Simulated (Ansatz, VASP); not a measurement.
## Two plane-wave programs on Ru

```
Ru
1.0
     2.70235    0.00000    0.00000
    -1.35117    2.34030    0.00000
     0.00000    0.00000    4.26597
Ru
2
Direct
  0.33333 0.66667 0.25000
  0.66667 0.33333 0.75000
```

Alike in both runs: task single point; functional r2SCAN; k mesh 24 × 24 × 14; occupations gaussian, width 0.15 eV; no spin polarisation.

```csv
,VASP,Ansatz
version,VASP 6.6.1,Ansatz 0.2.0
potentials or method,"VASP PAW PBE potentials, release 64 (Ru_sv), cutoff 620 eV","scalar-relativistic, plane waves, PAW"
valence electrons in the cell,32,32
```

```tsv
	VASP	Ansatz	Ansatz less VASP
gap on the k mesh at the Fermi level (eV)	none	none	-
pressure (GPa)	0.2	0.1	-0.13
traceless stress, the component that is largest in VASP (GPa)	-0.51	-0.52	-0.012
```

VASP's potentials were made for PBE, not for r2SCAN. A gap of «none» marks a metal or a gap that the smearing closes.
